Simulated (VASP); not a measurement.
# NaCl in VASP: a series of runs, part 2 of 2

VASP 6.6.1.

**5. Single point, PBEsol (strained)**

Contents of INCAR:

```
SYSTEM = NaCl
ALGO = Normal ; EDIFF = 1E-7
ENCUT = 520 ; GGA = PS
ISIF = 2 ; ISMEAR = 0
LASPH = .True. ; LCHARG = .False.
LREAL = .False. ; LWAVE = .False.
NBANDS = 14 ; NELM = 80
PREC = Accurate ; SIGMA = 0.02
```

Contents of KPOINTS:

```
k-points
0
Gamma
  6 6 6
  0 0 0
```

Contents of POSCAR:

```
NaCl
1.0
    3.4465051790      0.0000000000      0.0000000000
    0.0000000000      3.4465051790      0.0000000000
    0.0000000000      0.0000000000      3.4465051790
Na Cl
1 1
Direct
    0.0000000000      0.0000000000      0.0000000000
    0.5000000000      0.5000000000      0.5000000000
```

Potentials or basis: VASP PAW PBE potentials, release 64 (Na_pv, Cl).

Command:

```sh
$ cat potpaw_PBE.64/Na_pv/POTCAR potpaw_PBE.64/Cl/POTCAR > POTCAR
$ mpirun -np 1 vasp_std > vasp.out
```

OUTCAR:

```text
SYSTEM = NaCl
   EDIFF = 1E-7
   ENCUT = 520
   GGA = PS
   ISIF = 2
   ISMEAR = 0
   LASPH = .True.
   LREAL = .False.
   NELM = 80
   PREC = Accurate

 ion  position               nearest neighbor table
   1  0.000  0.000  0.000-
   2  0.500  0.500  0.500-

  LATTYP: Found a simple cubic cell.
 ALAT       =     3.4465051790

  Lattice vectors:

 A1 = (   3.4465051790,   0.0000000000,   0.0000000000)
 A2 = (   0.0000000000,   3.4465051790,   0.0000000000)
 A3 = (   0.0000000000,   0.0000000000,   3.4465051790)

Analysis of symmetry for initial positions (statically):
=====================================================================
 Subroutine PRICEL returns:
 Original cell was already a primitive cell.

 Routine SETGRP: Setting up the symmetry group for a
 simple cubic supercell.

 Subroutine GETGRP returns: Found 48 space group operations
 (whereof 48 operations were pure point group operations)
 out of a pool of 48 trial point group operations.

The static configuration has the point symmetry O_h .

Analysis of symmetry for dynamics (positions and initial velocities):
=====================================================================
 Subroutine PRICEL returns:
 Original cell was already a primitive cell.

 Routine SETGRP: Setting up the symmetry group for a
 simple cubic supercell.

 Subroutine GETGRP returns: Found 48 space group operations
 (whereof 48 operations were pure point group operations)
 out of a pool of 48 trial point group operations.

The dynamic configuration has the point symmetry O_h .

 Subroutine INISYM returns: Found 48 space group operations
 (whereof 48 operations are pure point group operations),
 and found     1 'primitive' translations

----------------------------------------------------------------------------------------

                                     Primitive cell

  volume of cell :      40.9390
[... 111 lines left out ...]
   AEXX    =    0.0000 exact exchange contribution
   IVDW    =     0    specifies the selected vdW correction
   LEPSILON=     F    determine dielectric tensor
   LRPA    =     F    only Hartree local field effects (RPA)
 non-spin polarized calculation
 Gauss-broadening in eV      SIGMA  =   0.02
  energy-cutoff  :      520.00
  volume of cell :       40.94
 maximum number of plane-waves:      1141
 NGX is ok and might be reduce to    28
   NGX = 13   NGY = 13   NGZ = 13

 number of electron      14.0000005 magnetization

 Free energy of the ion-electron system (eV)
  ---------------------------------------------------
  ext. energy  EPLUGINS =         0.00000000
  ---------------------------------------------------
  free energy    TOTEN  =        -6.73005502 eV

  energy without entropy =       -6.73005502  energy(sigma->0) =       -6.73005502

 E-fermi :   0.8838     XC(G=0):  -8.8002

 val. band max:        0.7147679121   @ k =   0.5000   0.5000   0.0000
 cond. band min:       4.7074795588   @ k =   0.0000   0.0000   0.0000
 fundamental gap:      3.9927116467
 Fermi energy:         0.8838293029

 k-point     1 :       0.0000    0.0000    0.0000
  band No.  band energies     occupation
      1     -21.1274      2.00000
      2     -21.1274      2.00000
      3     -21.1274      2.00000
      4     -12.8306      2.00000
      5       0.1732      2.00000
      6       0.1732      2.00000
      7       0.1732      2.00000
      8       4.7075      0.00000
      9       9.0673      0.00000
     10       9.0673      0.00000
     11      16.7460      0.00000
     12      16.7639      0.00000
     13      16.7946      0.00000
     14      16.7964      0.00000
[... 309 lines left out ...]
      1     -21.1598      2.00000
      2     -21.1598      2.00000
      3     -21.1598      2.00000
      4     -11.7975      2.00000
      5      -1.3184      2.00000
      6      -1.3184      2.00000
      7      -1.3184      2.00000
      8       7.6734      0.00000
      9       7.6734      0.00000
     10       7.6734      0.00000
     11      12.7510      0.00000
     12      16.9046      0.00000
     13      16.9046      0.00000
     14      16.9046      0.00000

------------------------ aborting loop because EDIFF is reached ----------------------------------------

  FORCE on cell =-STRESS in cart. coord.  units (eV):
  Direction    XX          YY          ZZ          XY          YZ          ZX
  --------------------------------------------------------------------------------------
  -------------------------------------------------------------------------------------
  Total        0.0035469      0.0035469      0.0035469      0.0000000      0.0000000     -0.0000000
  in kB        0.1388110      0.1388110      0.1388110      0.0000000      0.0000000     -0.0000000
  external PRESSURE =       0.1388110 kB  Pullay stress =       0.0000000 kB

 VOLUME and BASIS-vectors are now :
 -----------------------------------------------------------------------------
  energy-cutoff  :      520.00
  volume of cell :       40.94
      direct lattice vectors                 reciprocal lattice vectors
     3.446505179  0.000000000  0.000000000     0.290148991  0.000000000  0.000000000
     0.000000000  3.446505179  0.000000000     0.000000000  0.290148991  0.000000000
     0.000000000  0.000000000  3.446505179     0.000000000  0.000000000  0.290148991

 POSITION                                       TOTAL-FORCE (eV/Angst)
 -----------------------------------------------------------------------------------
      0.00000      0.00000      0.00000         0.000000      0.000000      0.000000
      1.72325      1.72325      1.72325         0.000000      0.000000      0.000000
 -----------------------------------------------------------------------------------
    total drift:                               -0.000000      0.000000      0.000000

  FREE ENERGIE OF THE ION-ELECTRON SYSTEM (eV)
  ---------------------------------------------------
  free  energy   TOTEN  =        -6.7300550169 eV

  energy  without entropy=       -6.7300550169  energy(sigma->0) =       -6.73005502
```

stdout:

```text
POSCAR found type information on POSCAR NaCl
 POSCAR found :  2 types and       2 ions
 scaLAPACK will be used
 -----------------------------------------------------------------------------
|                                                                             |
|                                                                             |
|     You enforced a specific xc type in the INCAR file but a different       |
|     I HOPE YOU KNOW WHAT YOU ARE DOING!                                     |
|                                                                             |
 -----------------------------------------------------------------------------

 LDA part: xc-table for (Slater+PW92), standard interpolation
 POSCAR, INCAR and KPOINTS ok, starting setup
 FFT: planning ... GRIDC
 FFT: planning ... GRID_SOFT
 FFT: planning ... GRID
 WAVECAR not read
 entering main loop
```

Run time: 8.6 s. Hardware: 1 thread of Intel Xeon Platinum 8488C (Sapphire Rapids), shared host; peak memory 0.14 GiB.

Results:

```
Free energy            : -6.7301 eV
Pressure               : 0.0 GPa
Band gap on the k mesh : 3.99 eV, indirect (least direct gap 4.53 eV)
```

Levels at points of the mesh, in eV from the valence-band top:
| k point | band 5 | band 6 | band 7 | band 8 | band 9 | band 10 |
| --- | --- | --- | --- | --- | --- | --- |
| (0.00, 0.00, 0.00) | -0.54 | -0.54 | -0.54 | 3.99 | 8.35 | 8.35 |
| (0.50, 0.00, 0.00) | -3.22 | -0.29 | -0.29 | 6.89 | 8.81 | 10.36 |
| (0.50, 0.50, 0.00) | -2.48 | -2.48 | 0.00 | 5.41 | 9.83 | 11.18 |
| (0.50, 0.50, 0.50) | -2.03 | -2.03 | -2.03 | 6.96 | 6.96 | 6.96 |

Caveat: the cell differs from its parent crystal (strained); the PAW data sets were made with another functional, which shifts forces and pressure a little. A k mesh can miss the band edges.

**6. The runs side by side**

```csv
cell,gap on the mesh (eV),pressure (GPa)
"a = 3.765, b = 3.555, c = 3.555 Å, 2 atoms",3.39,-3.0
"a = 3.524, b = 3.565, c = 3.502 Å, angles 90.4, 90.0, 89.2°, 2 atoms",3.72,-1.7
"a = 3.386 Å, 2 atoms",4.18,1.8
"a = 3.447 Å, 2 atoms",3.99,0.0
```

Alike in all rows: task single point; level PBEsol; potentials or basis VASP PAW PBE potentials, release 64 (Na_pv, Cl); no spin polarisation; k mesh 6 × 6 × 6; cutoff (eV) 520; smearing gaussian 0.02 eV.

Caveats: the PAW data sets were made with another functional, which shifts forces and pressure a little.

Total energies depend on the potentials used, so only differences within one code and one set of settings carry meaning.
